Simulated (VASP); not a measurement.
A run of VASP 6.6.1 is set up as follows.

The input INCAR:

```
  PREC = Accurate
  ENCUT = 520
  EDIFF = 1E-6
  ISMEAR = 0
  SIGMA = 0.01
  LREAL = Auto
  LASPH = True
  NELM = 60
  ALGO = Normal
  ISIF = 2
  LWAVE = False
  LCHARG = False
  GGA = PE
  NBANDS = 141
```

The input KPOINTS:

```
regular mesh
0
Gamma
  2 2 2
```

POSCAR

```
SiC
1.0
    0.0000000000      6.5695889117     -6.5695889117
    6.5695889117      6.5695889117      0.0000000000
    6.5695889117      0.0000000000     -6.5695889117
Si C
27 27
Direct
    0.4166666667      0.7500000000      0.4166666667
    0.4166666667      0.0833333333      0.4166666667
    0.4166666667      0.4166666667      0.4166666667
    0.0833333333      0.7500000000      0.4166666667
    0.0833333333      0.0833333333      0.4166666667
    0.0833333333      0.4166666667      0.4166666667
    0.7500000000      0.7500000000      0.4166666667
    0.7500000000      0.0833333333      0.4166666667
    0.7500000000      0.4166666667      0.4166666667
    0.4166666667      0.7500000000      0.0833333333
    0.4166666667      0.0833333333      0.0833333333
    0.4166666667      0.4166666667      0.0833333333
    0.0833333333      0.7500000000      0.0833333333
    0.0833333333      0.0833333333      0.0833333333
    0.0833333333      0.4166666667      0.0833333333
    0.7500000000      0.7500000000      0.0833333333
    0.7500000000      0.0833333333      0.0833333333
    0.7500000000      0.4166666667      0.0833333333
    0.4166666667      0.7500000000      0.7500000000
    0.4166666667      0.0833333333      0.7500000000
    0.4166666667      0.4166666667      0.7500000000
    0.0833333333      0.7500000000      0.7500000000
    0.0833333333      0.0833333333      0.7500000000
    0.0833333333      0.4166666667      0.7500000000
    0.7500000000      0.7500000000      0.7500000000
    0.7500000000      0.0833333333      0.7500000000
    0.7500000000      0.4166666667      0.7500000000
    0.3333333333      0.6666666667      0.6666666667
    0.3333333333      1.0000000000      0.6666666667
    0.3333333333      0.3333333333      0.6666666667
    0.0000000000      0.6666666667      0.6666666667
    0.0000000000      0.0000000000      0.6666666667
    0.0000000000      0.3333333333      0.6666666667
    0.6666666667      0.6666666667      0.6666666667
    0.6666666667      0.0000000000      0.6666666667
    0.6666666667      0.3333333333      0.6666666667
    0.3333333333      0.6666666667      0.3333333333
    0.3333333333      0.0000000000      0.3333333333
    0.3333333333      0.3333333333      0.3333333333
    0.0000000000      0.6666666667      0.3333333333
    0.0000000000      0.0000000000      0.3333333333
    0.0000000000      0.3333333333      0.3333333333
    0.6666666667      0.6666666667      0.3333333333
    0.6666666667      0.0000000000      0.3333333333
    0.6666666667      0.3333333333      0.3333333333
    0.3333333333      0.6666666667      1.0000000000
    0.3333333333      0.0000000000      1.0000000000
    0.3333333333      0.3333333333      1.0000000000
    0.0000000000      0.6666666667      1.0000000000
    0.0000000000      0.0000000000      1.0000000000
    0.0000000000      0.3333333333      1.0000000000
    0.6666666667      0.6666666667      1.0000000000
    0.6666666667      0.0000000000      1.0000000000
    0.6666666667      0.3333333333      1.0000000000
```

Potentials or basis: VASP PAW PBE potentials, release 64 (Si, C).

Command:

```sh
$ cat potpaw_PBE.64/Si/POTCAR potpaw_PBE.64/C/POTCAR > POTCAR
$ mpirun -np 1 vasp_std > vasp.out
```

Question: Predict the band gap on the k mesh.

Answer: 1.36 eV.

Question: Predict the pressure.

Answer: 0.0 GPa.

A k mesh can miss the band edges. A hybrid or GW would open this gap; PBE tends to underestimate it.
